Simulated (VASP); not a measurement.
# MgS (Fm-3m) in VASP: a series of runs, part 3 of 3

VASP 6.6.1. Earlier steps stand in the parts before.

## 6. Single point, PBEsol (volume scaled by 1.03)

INCAR

```
SYSTEM = MgS
ALGO = Normal ; EDIFF = 1E-7
ENCUT = 520 ; GGA = PS
ISIF = 2 ; ISMEAR = 0
LASPH = .True. ; LCHARG = .False.
LREAL = .False. ; LWAVE = .False.
NBANDS = 11 ; NELM = 60
PREC = Accurate ; SIGMA = 0.02
```

KPOINTS

```
k-points
0
Gamma
  8 8 8
  0 0 0
```

POSCAR

```
MgS
1.0
    0.0000000000      2.6166456098      2.6166456098
    2.6166456098      0.0000000000      2.6166456098
    2.6166456098      2.6166456098      0.0000000000
Mg S
1 1
Direct
    0.0000000000      0.0000000000      0.0000000000
    0.5000000000      0.5000000000      0.5000000000
```

Potentials or basis: VASP PAW PBE potentials, release 64 (Mg, S).

On the command line:

```bash
cat potpaw_PBE.64/Mg/POTCAR potpaw_PBE.64/S/POTCAR > POTCAR
mpirun -np 1 vasp_std > vasp.out
```

OUTCAR:

```text
SYSTEM = MgS
   EDIFF = 1E-7
   ENCUT = 520
   GGA = PS
   ISIF = 2
   ISMEAR = 0
   LASPH = .True.
   LREAL = .False.
   NELM = 60
   PREC = Accurate

 ion  position               nearest neighbor table
   1  0.000  0.000  0.000-   2 2.62   2 2.62   2 2.62   2 2.62   2 2.62   2 2.62
   2  0.500  0.500  0.500-   1 2.62   1 2.62   1 2.62   1 2.62   1 2.62   1 2.62

  LATTYP: Found a face centered cubic cell.
 ALAT       =     5.2332912196

  Lattice vectors:

 A1 = (   0.0000000000,   2.6166456098,   2.6166456098)
 A2 = (   2.6166456098,   0.0000000000,   2.6166456098)
 A3 = (   2.6166456098,   2.6166456098,   0.0000000000)

Analysis of symmetry for initial positions (statically):
=====================================================================
 Subroutine PRICEL returns:
 Original cell was already a primitive cell.

 Routine SETGRP: Setting up the symmetry group for a
 face centered cubic supercell.

 Subroutine GETGRP returns: Found 48 space group operations
 (whereof 48 operations were pure point group operations)
 out of a pool of 48 trial point group operations.

The static configuration has the point symmetry O_h .

[... 171 lines left out ...]
      3       3.5227      2.00000
      4       3.5227      2.00000
      5       6.9829      0.00000
      6      11.3869      0.00000
      7      11.3869      0.00000
      8      11.3869      0.00000
      9      13.8144      0.00000
     10      13.8144      0.00000
     11      15.7778      0.00000
[... 309 lines left out ...]
 k-point    24 :      -0.3750    0.2500    0.1250
  band No.  band energies     occupation
      1      -7.5888      2.00000
      2      -0.7581      2.00000
      3       1.3967      2.00000
      4       2.3840      2.00000
      5       8.9841      0.00000
      6       9.4744      0.00000
      7      11.8134      0.00000
      8      12.7665      0.00000
      9      15.6069      0.00000
     10      16.5906      0.00000
     11      18.8486      0.00000

 [... further k-points ...]

------------------------ aborting loop because EDIFF is reached ----------------------------------------

  FORCE on cell =-STRESS in cart. coord.  units (eV):
  Direction    XX          YY          ZZ          XY          YZ          ZX
  --------------------------------------------------------------------------------------
  -------------------------------------------------------------------------------------
  Total       -0.5302153     -0.5302153     -0.5302153      0.0000000      0.0000000      0.0000000
  in kB      -23.7081751    -23.7081751    -23.7081751      0.0000000      0.0000000      0.0000000
  external PRESSURE =     -23.7081751 kB  Pullay stress =       0.0000000 kB

 VOLUME and BASIS-vectors are now :
 -----------------------------------------------------------------------------
  energy-cutoff  :      520.00
  volume of cell :       35.83
      direct lattice vectors                 reciprocal lattice vectors
     0.000000000  2.616645610  2.616645610    -0.191084340  0.191084340  0.191084340
     2.616645610  0.000000000  2.616645610     0.191084340 -0.191084340  0.191084340
     2.616645610  2.616645610  0.000000000     0.191084340  0.191084340 -0.191084340

 POSITION                                       TOTAL-FORCE (eV/Angst)
 -----------------------------------------------------------------------------------
      0.00000      0.00000      0.00000         0.000000     -0.000000      0.000000
      2.61665      2.61665      2.61665        -0.000000      0.000000      0.000000
 -----------------------------------------------------------------------------------
    total drift:                                0.000000      0.000000      0.000000

  FREE ENERGIE OF THE ION-ELECTRON SYSTEM (eV)
  ---------------------------------------------------
  free  energy   TOTEN  =        -9.0667539426 eV

  energy  without entropy=       -9.0667539426  energy(sigma->0) =       -9.06675394
```

OSZICAR:

```text
N       E                     dE             d eps       ncg     rms          rms(c)
DAV:   1     0.222693945724E+02    0.22269E+02   -0.34808E+03   638   0.591E+02
DAV:   2    -0.787530223664E+01   -0.30145E+02   -0.28689E+02   821   0.999E+01
DAV:   3    -0.943380438587E+01   -0.15585E+01   -0.15553E+01   780   0.240E+01
DAV:   4    -0.944337852953E+01   -0.95741E-02   -0.95732E-02   766   0.223E+00
DAV:   5    -0.944346565431E+01   -0.87125E-04   -0.87123E-04   774   0.214E-01    0.403E+00
DAV:   6    -0.911090580455E+01    0.33256E+00   -0.71515E-01   731   0.325E+00    0.303E+00
DAV:   7    -0.906989284318E+01    0.41013E-01   -0.18570E-01   737   0.180E+00    0.190E+00
DAV:   8    -0.906702140718E+01    0.28714E-02   -0.11087E-02   722   0.602E-01    0.747E-01
DAV:   9    -0.906676685671E+01    0.25455E-03   -0.59079E-04   728   0.131E-01    0.322E-01
DAV:  10    -0.906675432551E+01    0.12531E-04   -0.17957E-04   754   0.590E-02    0.120E-02
DAV:  11    -0.906675425025E+01    0.75258E-07   -0.22569E-06   737   0.897E-03    0.187E-02
DAV:  12    -0.906675401238E+01    0.23787E-06   -0.32506E-07   759   0.304E-03    0.294E-03
DAV:  13    -0.906675394255E+01    0.69833E-07   -0.52125E-08   418   0.957E-04
   1 F= -.90667539E+01 E0= -.90667539E+01  d E =-.550569E-32
```

Run time: 8.4 s. Hardware: 1 thread of Intel Xeon Platinum 8488C (Sapphire Rapids), shared host; peak memory 0.16 GiB.

Results:

```yaml
Free_energy: -9.0668 eV
Pressure: -2.4 GPa
Band_gap_on_the_k_mesh: 2.67 eV, indirect (least direct gap 3.46 eV)
```

Levels at points of the mesh, in eV from the valence-band top:
| k point | band 1 | band 2 | band 3 | band 4 | band 5 | band 6 | band 7 | band 8 | band 9 |
| --- | --- | --- | --- | --- | --- | --- | --- | --- | --- |
| (0.00, 0.00, 0.00) | -12.59 | 0.00 | 0.00 | 0.00 | 3.46 | 7.86 | 7.86 | 7.86 | 10.29 |
| (0.50, 0.00, 0.00) | -11.30 | -4.80 | -0.58 | -0.58 | 4.38 | 6.81 | 6.81 | 9.88 | 11.88 |
| (0.50, 0.50, 0.00) | -10.94 | -4.17 | -1.67 | -1.67 | 2.67 | 4.29 | 11.70 | 12.77 | 13.09 |

Caveat: the PAW data sets were made with another functional, which shifts forces and pressure a little. A k mesh can miss the band edges.

## 7. The runs side by side

| cell | gap on the mesh (eV) | pressure (GPa) |
| --- | --- | --- |
| a = 3.627 Å, angles 60.0°, 2 atoms | 2.79 | 2.3 |
| a = 3.589 Å, angles 60.0°, 2 atoms | 2.85 | 5.3 |
| a = 3.664 Å, angles 60.0°, 2 atoms | 2.73 | -0.2 |
| a = 3.700 Å, angles 60.0°, 2 atoms | 2.67 | -2.4 |

Alike in all rows: task single point; level PBEsol; potentials or basis VASP PAW PBE potentials, release 64 (Mg, S); no spin polarisation; k mesh 8 × 8 × 8; cutoff (eV) 520; smearing gaussian 0.02 eV.

Caveats: the PAW data sets were made with another functional, which shifts forces and pressure a little.

Total energies depend on the potentials used, so only differences within one code and one set of settings carry meaning.
